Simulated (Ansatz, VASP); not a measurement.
LiBr: VASP beside Ansatz

INCAR

```
PREC = Accurate ; ENCUT = 650
EDIFF = 1E-8 ; ISMEAR = -5
SIGMA = 0.1 ; LREAL = F
LASPH = T ; NELM = 120
ALGO = Normal ; ISIF = 2
LWAVE = F ; LCHARG = F
GGA = PE ; LEFG = T
NBANDS = 12 ; GGA_COMPAT = F
```

File KPOINTS:

```
Automatic mesh
0
Gamma
  4 4 4
```

The input POSCAR:

```
LiBr
1.0
    0.0000000000      2.7226905798      2.7226905798
    2.7226905798      0.0000000000      2.7226905798
    2.7226905798      2.7226905798      0.0000000000
Li Br
1 1
Direct
    0.0000000000      0.0000000000      0.0000000000
    0.5000000000      0.5000000000      0.5000000000
```

Input for Ansatz:

```yaml
crystal:
  lattice:
    - [0.0, 2.7226905798, 2.7226905798]
    - [2.7226905798, 0.0, 2.7226905798]
    - [2.7226905798, 2.7226905798, 0.0]
  atoms:
    - { symbol: Li, position: [0.0, 0.0, 0.0] }
    - { symbol: Br, position: [0.5, 0.5, 0.5] }
basis:
  ecutwfc: 420
kpoints:
  mp_grid: { grid: [4, 4, 4] }
hamiltonian:
  xc: pbe
scf:
  occupations: { method: tetrahedron }
output:
  forces: true
  stress: true
  eigenvalues: true
  efg: {}
```

Alike in both runs: task electric field gradients; functional PBE; k mesh 4 × 4 × 4; occupations tetrahedron; no spin polarisation.

|  | VASP | Ansatz |
| --- | --- | --- |
| version | VASP 6.6.1 | Ansatz 0.2.0 |
| potentials or method | VASP PAW PBE potentials, release 64 (Li_sv, Br), cutoff 650 eV | scalar-relativistic, plane waves, PAW |
| valence electrons in the cell | 10 | 10 |

```tsv
	VASP	Ansatz	Ansatz less VASP
gap on the k mesh at the Fermi level (eV)	5.08	5.07	-0.008
least direct gap on the mesh (eV)	5.08	5.07	-0.008
pressure (GPa)	1.1	1.2	+0.09
```

Ansatz's warnings: band table not solved further, tetrahedron derivatives may miss energy slope.

The k mesh is coarse, so the values compare programs but aren't converged.
